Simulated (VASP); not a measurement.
# Cd15Te15Cl (a cell with a defect): single point with PBE

The system is Cd15Te15Cl (a cell with a defect).

```xyz
31
Lattice="-6.6174 6.6174 6.6174 6.6174 -6.6174 6.6174 6.6174 6.6174 -6.6174" Properties=species:S:1:pos:R:3 pbc="T T T"
Cd    6.5093    0.0219   -0.0747
Cd    6.6060   -3.3167    3.3046
Cd    3.3190    6.5452   -3.4060
Cd   -0.1120   -0.0800    0.0276
Cd    3.3172    3.2116   -0.0693
Cd    3.3400    0.0348    3.3082
Cd    6.6042    3.3016    3.3089
Cd    3.3370   -3.3093    6.6515
Cd    0.0670    6.6619    0.0484
Cd   -0.0135    3.3054    3.3052
Cd    3.2234    6.6422    3.2069
Cd   -0.0150    0.0354    6.6551
Cd    3.3423    3.3840    6.6623
Cd   -3.2766    6.6570    3.3861
Cd   -3.3966    3.2028    6.6466
Cl    1.9200   -1.3845    5.2355
Te    8.2290    1.6454    1.6013
Te    1.6460    4.9579   -1.6582
Te   -1.6730    1.6008    4.9295
Te    1.6107    1.5987    1.6474
Te    4.9451    4.9268    1.6038
Te    4.9559    1.6547    4.9867
Te   -4.9786    4.9540    4.9674
Te   -1.6622    4.9822    1.6572
Te    1.5019    8.3784    1.7660
Te    1.6403    4.9637    4.9571
Te    4.9017   -4.9735    4.9286
Te    1.6648    1.6515    8.2721
Te    5.0540    4.8257   -4.8545
Te    5.0510    1.7552   -1.7841
Te    4.9022   -1.6925    1.6466
```

This cell differs from its parent crystal: atoms taken out, then relaxed in part.

```
Program                : VASP 6.6.1
Task                   : single point
Functional             : PBE
Potentials or basis    : VASP PAW PBE potentials, release 64 (Cd, Cl, Te)
Cutoff                 : 400 eV
k mesh                 : 2 × 2 × 2, shifted
Occupations            : gaussian, width 0.01 eV
Spin                   : collinear spin
Starting moments       : [0.0, 0.0, 0.0, 0.0, 0.0, 0.0, 0.0, 0.0, 0.0, 0.0, 0.0, 0.0, 0.0, 0.0, 0.0, 0.25, 0.0, 0.0, 0.0, 0.0, 0.0, 0.0, 0.0, 0.0, 0.25, 0.0, 0.0, 0.0, 0.25, 0.25, 0.0] μB
Dipole correction      : no
Further INCAR settings : LREAL = Auto; ALGO = Normal; EDIFF = 1e-06; NBANDS = 164
```

```yaml
Pressure: -0.8 GPa
Largest_force: 0.028 eV/Å
Band_gap_on_the_k_mesh: zero (filled and empty bands overlap)
Net_moment: 1.00 μB per cell
Site_moments: Cd +0.01, +0.00, -0.00 (each value once); Cl +0.00; Te +0.02, +0.03, +0.01, +0.10, +0.11 (each value once) μB
Valence_electrons_inside_the_program's_atomic_spheres: Cd 10.26, 10.27, 10.24 (each value once); Cl 5.08; Te 3.39, 3.40, 3.37 (each value once)
```

Forces on the atoms (eV/Å):
```
Cd  -0.014 -0.022  0.007
Cd   0.004  0.010  0.009
Cd  -0.011 -0.003 -0.019
Cd  -0.012  0.009 -0.023
Cd  -0.011 -0.019 -0.002
Cd   0.000  0.005 -0.014
Cd   0.006  0.006 -0.011
Cd   0.001 -0.016  0.007
Cd  -0.005 -0.001 -0.001
Cd   0.007 -0.008  0.006
Cd   0.003 -0.019 -0.016
Cd  -0.010  0.000  0.001
Cd   0.000 -0.008  0.004
Cd   0.002  0.004 -0.009
Cd   0.007 -0.012 -0.022
Cl  -0.011 -0.003 -0.006
Te   0.004  0.009  0.004
Te   0.000 -0.008 -0.008
Te   0.000  0.013  0.016
Te   0.002  0.004  0.010
Te   0.004  0.011  0.013
Te  -0.004 -0.002  0.010
Te  -0.001 -0.001  0.016
Te   0.001  0.009 -0.001
Te  -0.008  0.005  0.012
Te   0.001  0.013 -0.001
Te   0.007  0.001  0.017
Te   0.019  0.006  0.003
Te   0.007 -0.015  0.012
Te   0.008  0.015 -0.017
Te   0.004  0.015  0.000
```

Stress tensor (GPa, compression positive):
```
-0.82  0.21  0.21
 0.21 -0.82  0.21
 0.21  0.21 -0.83
```

Levels at points of the mesh, in eV from the Fermi level:
Spin up:
| k point | band 136 | band 137 | band 138 | band 139 | band 140 | band 141 | band 142 | band 143 |
| --- | --- | --- | --- | --- | --- | --- | --- | --- |
| (0.25, 0.25, 0.25) | -0.18 | -0.18 | -0.07 | -0.07 | 1.90 | 2.07 | 2.08 | 2.29 |
Spin down:
```csv
k point,band 136,band 137,band 138,band 139,band 140,band 141
"(0.25, 0.25, 0.25)",-0.16,-0.15,0.04,0.04,1.91,2.09
```

Wall time 3.8 min on 1 × NVIDIA H100 80GB with 1 thread of AMD EPYC 7R13 Processor (Zen 3) (shared host), peak memory 2.3 GiB.

Caveat: the cell differs from its parent crystal (atoms taken out, then relaxed in part); spin-orbit coupling is left out, which moves the levels of the heavy elements.
